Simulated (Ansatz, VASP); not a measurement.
# LiH: VASP beside Ansatz

INCAR

```
SYSTEM = LiH
PREC = Accurate
ENCUT = 520
EDIFF = 1E-8
ISMEAR = -1
SIGMA = 0.03
LREAL = .FALSE.
LASPH = .TRUE.
NELM = 100
ALGO = Normal
ISIF = 2
LWAVE = .FALSE.
LCHARG = .FALSE.
LEFG = .TRUE.
NBANDS = 9
```

The input KPOINTS:

```
Automatic mesh
0
G
  11 11 11
  0 0 0
```

Contents of POSCAR:

```
LiH
1.0
    0.0203250000      2.0426625000      2.0426625000
    2.0426625000      0.0203250000      2.0426625000
    2.0426625000      2.0426625000      0.0203250000
Li H
1 1
Direct
    0.0000000000      0.0000000000      0.0000000000
    0.5000000000      0.5000000000      0.5000000000
```

Input for Ansatz:

```yaml
crystal:
  lattice:
    - [0.020325, 2.0426625, 2.0426625]
    - [2.0426625, 0.020325, 2.0426625]
    - [2.0426625, 2.0426625, 0.020325]
  atoms:
    - { symbol: Li, position: [0.0, 0.0, 0.0] }
    - { symbol: H, position: [0.5, 0.5, 0.5] }
kpoints:
  mp_grid: { grid: [11, 11, 11] }
scf:
  occupations: { method: fermi_dirac, width: 0.03 }
hamiltonian:
  xc: lda
  pseudopotentials: { kind: all_electron, datasets: crystal }
output:
  forces: true
  stress: true
  eigenvalues: true
  efg: { contact_densities: true }
```

Change from the starting cell: equal xy, yz and zx shear strains of +1 %, crystal datasets.

Alike in both runs: task electric field gradients; functional LDA; k mesh 11 × 11 × 11; occupations fermi-dirac, width 0.03 eV; no spin polarisation.

|  | VASP | Ansatz |
| --- | --- | --- |
| version | VASP 6.6.1 | Ansatz 0.2.0 |
| potentials or method | VASP PAW LDA potentials, release 64 (Li_sv, H), cutoff 520 eV | all-electron PAW with datasets made for the crystal, scalar-relativistic |

```tsv
	VASP	Ansatz	Ansatz less VASP
gap on the k mesh at the Fermi level (eV)	2.83	2.84	+0.009
```

LDA's correlation is that of Perdew and Zunger in VASP and of Perdew and Wang (1992) in Ansatz. Ansatz ran all-electron here, and VASP with PAW potentials.

Noted on VASP's run: the cutoff is short for stress, so the pressure is rough.
